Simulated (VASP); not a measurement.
Ti3Pt5:

```
CELL_PARAMETERS angstrom
0.00000 3.99875 3.99875
3.99875 0.00000 3.99875
3.99875 3.99875 0.00000
ATOMIC_POSITIONS crystal
Pt 0.00000 0.00000 0.00000
Pt 0.00000 0.50000 0.00000
Pt 0.50000 0.00000 0.50000
Pt 0.50000 0.50000 0.00000
Pt 0.50000 0.50000 0.50000
Ti 0.00000 0.00000 0.50000
Ti 0.00000 0.50000 0.50000
Ti 0.50000 0.00000 0.00000
```

| Item | Value |
| --- | --- |
| Program | VASP 6.6.1 |
| Task | relaxation of cell and atoms |
| Functional | r2SCAN |
| Potentials or basis | VASP PAW PBE potentials, release 64 (Pt, Ti_sv) |
| Cutoff | 550 eV |
| k mesh | 5 × 5 × 5 |
| Occupations | fermi-dirac, width 0.05 eV |
| Spin | no spin polarisation |

At the start: pressure -10.7 GPa; volume 15.99 Å³/atom.

How do energy, volume and symmetry change on relaxing?

Over 7 steps the energy falls by 29.5 meV/atom and the volume is 15.17 Å³/atom (-5.1 %); space group I4/mmm (No. 139, to 0.1 Å) before and after.

Step by step:
| step | energy change (eV) | largest force (eV/Å) | pressure (GPa) | volume (Å³) |
| --- | --- | --- | --- | --- |
| 1 | 0.0000 | 0.0000 | -10.70 | 127.88 |
| 2 | 0.8975 | 0.0000 | 32.58 | 109.12 |
| 3 | -0.2311 | 0.0000 | -0.34 | 121.63 |
| 4 | -0.2314 | 0.0000 | 0.03 | 121.44 |
| 5 | -0.2313 | 0.0000 | 0.27 | 121.31 |
| 6 | -0.2353 | 0.0000 | 0.24 | 121.36 |
| 7 | -0.2362 | 0.0000 | 0.21 | 121.40 |

Final structure:
```yaml
crystal:
  lattice:
    - [0.00000, 3.88780, 3.95131]
    - [3.95131, 0.00000, 3.95131]
    - [3.95131, 3.88780, 0.00000]
  atoms:
    - { symbol: Pt, position: [0.00000, 0.00000, 0.00000] }
    - { symbol: Pt, position: [0.00000, 0.50000, 0.00000] }
    - { symbol: Pt, position: [0.50000, 0.00000, 0.50000] }
    - { symbol: Pt, position: [0.50000, 0.50000, 0.00000] }
    - { symbol: Pt, position: [0.50000, 0.50000, 0.50000] }
    - { symbol: Ti, position: [0.00000, 0.00000, 0.50000] }
    - { symbol: Ti, position: [0.00000, 0.50000, 0.50000] }
    - { symbol: Ti, position: [0.50000, 0.00000, 0.00000] }
```

Caveat: the PAW data sets were made with another functional, which shifts forces and pressure a little.
